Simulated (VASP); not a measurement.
A run of VASP 6.6.1:

File INCAR:

```
SYSTEM = Pd
ALGO = Normal ; EDIFF = 1E-6
ENCUT = 520 ; GGA = CA
ISIF = 2 ; ISMEAR = -1
LASPH = .TRUE. ; LCHARG = .FALSE.
LREAL = .FALSE. ; LWAVE = .FALSE.
NBANDS = 17 ; NELM = 80
PREC = Accurate ; SIGMA = 0.05
```

File KPOINTS:

```
k-points
0
G
  9 9 5
  0 0 0
```

The input POSCAR:

```
Pd
1.0
    2.7023917539     -0.0000000028      0.0000000000
   -1.3511958745      2.3403399112      0.0000000000
    0.0000000000      0.0000000000      4.4937454921
Pd
2
Direct
    0.6666666667      0.3333333333      0.7500000000
    0.3333333333      0.6666666667      0.2500000000
```

Potentials or basis: VASP PAW LDA potentials, release 64 (Pd).

Launch:

```bash
$ cat potpaw_LDA.64/Pd/POTCAR > POTCAR
$ mpirun -np 1 vasp_std > vasp.out
```

Hardware: 1 thread of Intel(R) Xeon(R) 6975P-C (Granite Rapids), with other jobs on the host.

How long does it take, and how much memory?

Run time: 5.3 s on 1 thread of Intel(R) Xeon(R) 6975P-C (Granite Rapids), with other jobs on the host, peak memory 0.13 GiB. Counts: scf iterations 11, k points 36.
